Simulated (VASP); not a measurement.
# CdS (Fm-3m) in VASP: a series of runs

The runs below take CdS through single point, with PBE.

All numbers are computed with VASP 6.6.1; they aren't measurements. Logs are shortened: lines on timing, memory, paths and dates and some standing lists are left out, and cuts for length are marked.

## Step 1: The cell of the first run

The structure is cubic, space group Fm-3m (No. 225). The conventional cell has a = 5.383 Å, b = 5.383 Å, c = 5.383 Å, α = 90.00°, β = 90.00°, γ = 90.00°. Cd (site symmetry m-3m) has 6 S at 2.69 Å within 3.5 Å. Within 3.5 Å of S (site symmetry m-3m) lie 6 Cd at 2.69 Å.

## Step 2: Single point, PBE (19.50 Å³/atom)

File INCAR:

```
PREC = Accurate ; ENCUT = 520
EDIFF = 1E-7 ; ISMEAR = 0
SIGMA = 0.01 ; LREAL = False
LASPH = True ; NELM = 100
ALGO = Normal ; ISIF = 2
LWAVE = False ; LCHARG = False
GGA = PE ; NBANDS = 16
```

File KPOINTS:

```
regular mesh
0
Gamma
  12 12 12
```

File POSCAR:

```
CdS
1.0
    0.0000000000      2.6914115341      2.6914115341
    2.6914115341      0.0000000000      2.6914115341
    2.6914115341      2.6914115341      0.0000000000
Cd S
1 1
Direct
    0.0000000000      0.0000000000      0.0000000000
    0.5000000000      0.5000000000      0.5000000000
```

Potentials or basis: VASP PAW PBE potentials, release 64 (Cd, S).

On the command line:

```sh
> cat potpaw_PBE.64/Cd/POTCAR potpaw_PBE.64/S/POTCAR > POTCAR
> mpirun -np 1 vasp_std > vasp.out
```

OUTCAR:

```text
PREC = Accurate
   ENCUT = 520
   EDIFF = 1E-7
   ISMEAR = 0
   LREAL = False
   LASPH = True
   NELM = 100
   ISIF = 2
   GGA = PE

 ion  position               nearest neighbor table
   1  0.000  0.000  0.000-   2 2.69   2 2.69   2 2.69   2 2.69   2 2.69   2 2.69
   2  0.500  0.500  0.500-   1 2.69   1 2.69   1 2.69   1 2.69   1 2.69   1 2.69

  LATTYP: Found a face centered cubic cell.
 ALAT       =     5.3828230682

  Lattice vectors:

 A1 = (   0.0000000000,   2.6914115341,   2.6914115341)
 A2 = (   2.6914115341,   0.0000000000,   2.6914115341)
 A3 = (   2.6914115341,   2.6914115341,   0.0000000000)

Analysis of symmetry for initial positions (statically):
=====================================================================
 Subroutine PRICEL returns:
 Original cell was already a primitive cell.

 Routine SETGRP: Setting up the symmetry group for a
 face centered cubic supercell.

 Subroutine GETGRP returns: Found 48 space group operations
 (whereof 48 operations were pure point group operations)
 out of a pool of 48 trial point group operations.

The static configuration has the point symmetry O_h .

Analysis of symmetry for dynamics (positions and initial velocities):
=====================================================================
 Subroutine PRICEL returns:
 Original cell was already a primitive cell.

 Routine SETGRP: Setting up the symmetry group for a
 face centered cubic supercell.

 Subroutine GETGRP returns: Found 48 space group operations
 (whereof 48 operations were pure point group operations)
 out of a pool of 48 trial point group operations.

The dynamic configuration has the point symmetry O_h .

 Subroutine INISYM returns: Found 48 space group operations
 (whereof 48 operations are pure point group operations),
 and found     1 'primitive' translations

----------------------------------------------------------------------------------------

                                     Primitive cell

  volume of cell :      38.9915

  direct lattice vectors                    reciprocal lattice vectors
     0.000000000  2.691411534  2.691411534    -0.185776123  0.185776123  0.185776123
     2.691411534  0.000000000  2.691411534     0.185776123 -0.185776123  0.185776123
     2.691411534  2.691411534  0.000000000     0.185776123  0.185776123 -0.185776123

  length of vectors
     3.806230693  3.806230693  3.806230693     0.321773684  0.321773684  0.321773684

  position of ions in fractional coordinates (direct lattice)
     0.000000000  0.000000000  0.000000000
     0.500000000  0.500000000  0.500000000

  ion indices of the primitive-cell ions
   primitive index   ion index
                 1           1
                 2           2

----------------------------------------------------------------------------------------

 KPOINTS: regular mesh

Automatic generation of k-mesh.
 Grid dimensions read from file:
 generate k-points for:   12   12   12

 Generating k-lattice:

  Cartesian coordinates                     Fractional coordinates (reciprocal lattice)
    -0.015481344  0.015481344  0.015481344     0.083333333  0.000000000  0.000000000
     0.015481344 -0.015481344  0.015481344     0.000000000  0.083333333  0.000000000
     0.015481344  0.015481344 -0.015481344     0.000000000  0.000000000  0.083333333

  Length of vectors
     0.026814474  0.026814474  0.026814474

  Shift w.r.t. Gamma in fractional coordinates (k-lattice)
     0.000000000  0.000000000  0.000000000

 Subroutine IBZKPT returns following result:
 ===========================================

 Found     72 irreducible k-points:

 Following reciprocal coordinates:
            Coordinates               Weight
  0.000000  0.000000  0.000000      1.000000
  0.083333  0.000000  0.000000      8.000000
  0.166667  0.000000  0.000000      8.000000
  0.250000  0.000000  0.000000      8.000000
  0.333333  0.000000  0.000000      8.000000
  0.416667  0.000000  0.000000      8.000000
[... 16 lines left out ...]
  0.500000  0.166667  0.000000     24.000000
 -0.416667  0.166667  0.000000     24.000000
 [... further k-points ...]
   k-points           NKPTS =     72   k-points in BZ     NKDIM =     72   number of bands    NBANDS=     16
   number of dos      NEDOS =    301   number of ions     NIONS =      2
   total plane-waves  NPLWV =  21952
   dimension x,y,z NGX =    28 NGY =   28 NGZ =   28
   dimension x,y,z NGXF=    56 NGYF=   56 NGZF=   56
   ions per type =               1   1
   NGX,Y,Z   is equivalent  to a cutoff of  12.23, 12.23, 12.23 a.u.
   NGXF,Y,Z  is equivalent  to a cutoff of  24.46, 24.46, 24.46 a.u.
 SYSTEM =  unknown system
   PREC   = accura    normal or accurate (medium, high low for compatibility)
   ISTART =      0    job   : 0-new  1-cont  2-samecut
   ICHARG =      2    charge: 1-file 2-atom 10-const
   ISPIN  =      1    spin polarized calculation?
   LNONCOLLINEAR =      F non collinear calculations
   LSORBIT =      F    spin-orbit coupling
   LASPH  =      T    aspherical Exc in radial PAW
   ENCUT  =  520.0 eV  38.22 Ry    6.18 a.u.   7.08  7.08  7.08*2*pi/ulx,y,z
   NELM   =    100;   NELMIN=  2; NELMDL= -5     # of ELM steps
   EDIFF  = 0.1E-06   stopping-criterion for ELM
   LREAL  =      F    real-space projection
   EDIFFG = 0.1E-05   stopping-criterion for IOM
   NSW    =      0    number of steps for IOM
   IBRION =     -1    ionic relax: 0-MD 1-quasi-New 2-CG
   NFREE  =      0    steps in history (QN), initial steepest desc. (CG)
   ISIF   =      2    stress and relaxation
   ISYM   =      2    0-nonsym 1-usesym 2-fastsym
   POTIM  = 0.5000    time-step for ionic-motion
   TEBEG  =    0.0;   TEEND  =   0.0 temperature during run
   PSTRESS=    0.0 pullay stress
   NELECT =      18.0000    total number of electrons
   NUPDOWN=      -1.0000    fix difference up-down
   EMIN   =  10.00;   EMAX   =-10.00  energy-range for DOS
   EFERMI =   0.00;   METHOD = LEGACY
   ISMEAR =     0;   SIGMA  =   0.01  broadening in eV -4-tet -1-fermi 0-gaus
   EFERMI_NEDOS =   21; number of points for ismear=-14 and -15
   IALGO  =     38    algorithm
   IMIX   =      4    mixing-type and parameters
     AMIX     =   0.40;   BMIX     =  1.00
     AMIX_MAG =   1.60;   BMIX_MAG =  1.00
  volume/ion in A,a.u.               =      19.50       131.56
  Fermi-wavevector in a.u.,A,eV,Ry     =   1.265248  2.390971 21.780910  1.600852
  Thomas-Fermi vector in A             =   2.398511
   LORBIT       =      0    0 simple, 1 ext, 2 COOP (PROOUT), +10 PAW based schemes
   GGA     = PE    functional components
   LHFCALC =     F    Hartree Fock is set to
   AEXX    =    0.0000 exact exchange contribution
   IVDW    =     0    specifies the selected vdW correction
   LEPSILON=     F    determine dielectric tensor
   LRPA    =     F    only Hartree local field effects (RPA)
 non-spin polarized calculation
 Gauss-broadening in eV      SIGMA  =   0.01
  energy-cutoff  :      520.00
  volume of cell :       38.99
 maximum number of plane-waves:      1067
   NGX = 15   NGY = 15   NGZ = 15

 number of electron      18.0000008 magnetization

 Free energy of the ion-electron system (eV)
  ---------------------------------------------------
  ext. energy  EPLUGINS =         0.00000000
  ---------------------------------------------------
  free energy    TOTEN  =        -5.83203804 eV

  energy without entropy =       -5.83203804  energy(sigma->0) =       -5.83203804

 E-fermi :   3.4510     XC(G=0): -10.6432

 val. band max:        3.4034577217   @ k =   0.5000   0.0000   0.0000
 cond. band min:       3.6500500040   @ k =   0.5000   0.5000   0.0000
 fundamental gap:      0.2465922823
 Fermi energy:         3.4510153501

 k-point     1 :       0.0000    0.0000    0.0000
  band No.  band energies     occupation
      1      -9.7513      2.00000
      2      -4.3250      2.00000
      3      -4.3250      2.00000
      4      -4.3240      2.00000
      5      -4.3240      2.00000
      6      -4.3240      2.00000
[... 8 lines left out ...]
     15      15.1773      0.00000
     16      15.1773      0.00000

 k-point     2 :       0.0833    0.0000    0.0000
  band No.  band energies     occupation
      1      -9.6854      2.00000
      2      -4.3504      2.00000
      3      -4.3504      2.00000
      4      -4.3321      2.00000
      5      -4.3087      2.00000
      6      -4.3087      2.00000
[... 8 lines left out ...]
     15      14.1268      0.00000
     16      14.8726      0.00000

 k-point     3 :       0.1667    0.0000    0.0000
  band No.  band energies     occupation
      1      -9.4960      2.00000
      2      -4.4189      2.00000
      3      -4.4189      2.00000
      4      -4.3592      2.00000
      5      -4.2662      2.00000
      6      -4.2662      2.00000
[... 8 lines left out ...]
     15      13.8148      0.00000
     16      14.6099      0.00000

 k-point     4 :       0.2500    0.0000    0.0000
  band No.  band energies     occupation
      1      -9.2098      2.00000
      2      -4.5092      2.00000
      3      -4.5092      2.00000
      4      -4.4138      2.00000
      5      -4.2073      2.00000
      6      -4.2073      2.00000
[... 8 lines left out ...]
     15      14.3185      0.00000
     16      14.4898      0.00000
[... 324 lines left out ...]
 k-point    22 :       0.4167    0.1667    0.0000
  band No.  band energies     occupation
      1      -8.7491      2.00000
      2      -4.5450      2.00000
      3      -4.4952      2.00000
      4      -4.4551      2.00000
      5      -4.1239      2.00000
      6      -4.0880      2.00000
[... 8 lines left out ...]
     15      16.8172      0.00000
     16      17.1074      0.00000

 k-point    23 :       0.5000    0.1667    0.0000
  band No.  band energies     occupation
      1      -8.5673      2.00000
      2      -4.5706      2.00000
      3      -4.5319      2.00000
      4      -4.4813      2.00000
      5      -4.0737      2.00000
      6      -4.0706      2.00000
[... 8 lines left out ...]
     15      16.7559      0.00000
     16      17.8247      0.00000

 k-point    24 :      -0.4167    0.1667    0.0000
  band No.  band energies     occupation
      1      -8.5270      2.00000
      2      -4.6185      2.00000
      3      -4.5805      2.00000
      4      -4.4417      2.00000
      5      -4.0922      2.00000
      6      -4.0393      2.00000
[... 8 lines left out ...]
     15      15.8365      0.00000
     16      17.3068      0.00000

 [... further k-points ...]

------------------------ aborting loop because EDIFF is reached ----------------------------------------

  FORCE on cell =-STRESS in cart. coord.  units (eV):
  Direction    XX          YY          ZZ          XY          YZ          ZX
  --------------------------------------------------------------------------------------
  -------------------------------------------------------------------------------------
  Total        1.3806472      1.3806472      1.3806472     -0.0000000      0.0000000     -0.0000000
  in kB       56.7313333     56.7313333     56.7313333     -0.0000000      0.0000000     -0.0000000
  external PRESSURE =      56.7313333 kB  Pullay stress =       0.0000000 kB

 VOLUME and BASIS-vectors are now :
 -----------------------------------------------------------------------------
  energy-cutoff  :      520.00
  volume of cell :       38.99
      direct lattice vectors                 reciprocal lattice vectors
     0.000000000  2.691411534  2.691411534    -0.185776123  0.185776123  0.185776123
     2.691411534  0.000000000  2.691411534     0.185776123 -0.185776123  0.185776123
     2.691411534  2.691411534  0.000000000     0.185776123  0.185776123 -0.185776123

 POSITION                                       TOTAL-FORCE (eV/Angst)
 -----------------------------------------------------------------------------------
      0.00000      0.00000      0.00000        -0.000000     -0.000000      0.000000
      2.69141      2.69141      2.69141         0.000000      0.000000     -0.000000
 -----------------------------------------------------------------------------------
    total drift:                                0.000000      0.000000      0.000000

  FREE ENERGIE OF THE ION-ELECTRON SYSTEM (eV)
  ---------------------------------------------------
  free  energy   TOTEN  =        -5.8320380352 eV

  energy  without entropy=       -5.8320380352  energy(sigma->0) =       -5.83203804
```

Wall time 23 s (1 thread of Intel Xeon Platinum 8488C (Sapphire Rapids), shared host); peak memory 0.18 GiB.

What came out:

```yaml
Free_energy: -5.8320 eV
Pressure: 5.7 GPa
Band_gap_on_the_k_mesh: 0.25 eV (least direct gap 1.99 eV)
```

Caveat: the cell stands under pressure; semilocal functionals underestimate gaps, and a narrow one can read as zero.

## Step 3: Single point, PBE (20.12 Å³/atom)

This run uses another cell than the first one, of 20.12 Å³/atom.

File INCAR:

```
ALGO = Normal
EDIFF = 1E-6
ENCUT = 520
GGA = PE
ISIF = 2
ISMEAR = 0
LASPH = T
LCHARG = F
LREAL = F
LWAVE = F
NBANDS = 16
NELM = 60
PREC = Accurate
SIGMA = 0.01
```

File KPOINTS:

```
k-points
0
Gamma
  12 12 12
```

File POSCAR:

```
CdS
1.0
    0.0000000000      2.7197442639      2.7197442639
    2.7197442639      0.0000000000      2.7197442639
    2.7197442639      2.7197442639      0.0000000000
Cd S
1 1
Direct
    0.0000000000      0.0000000000      0.0000000000
    0.5000000000      0.5000000000      0.5000000000
```

Potentials or basis: VASP PAW PBE potentials, release 64 (Cd, S).

On the command line:

```sh
> cat potpaw_PBE.64/Cd/POTCAR potpaw_PBE.64/S/POTCAR > POTCAR
> mpirun -np 1 vasp_std > vasp.out
```

Wall time 29 s (1 thread of Intel Xeon Platinum 8488C (Sapphire Rapids), shared host); peak memory 0.19 GiB.

Results (log left out):

| Property | Result |
| --- | --- |
| Free energy | -5.8648 eV |
| Pressure | 2.8 GPa |
| Band gap on the k mesh | 0.25 eV (least direct gap 1.77 eV) |

Levels at points of the mesh, in eV from the valence-band top:
```csv
k point,band 5,band 6,band 7,band 8,band 9,band 10,band 11,band 12,band 13,band 14
"(0.00, 0.00, 0.00)",-7.65,-7.65,-0.78,-0.78,-0.78,1.00,9.24,9.24,9.24,11.33
"(0.50, 0.00, 0.00)",-7.43,-7.43,-4.93,0.00,0.00,3.50,5.90,5.90,6.97,12.37
"(0.50, 0.50, 0.00)",-7.36,-6.65,-4.35,-2.20,-2.20,0.25,6.02,9.98,11.41,11.41
```

Caveat: semilocal functionals underestimate gaps, and a narrow one can read as zero. A k mesh can miss the band edges.

(Part 1 of 2 ends here.)
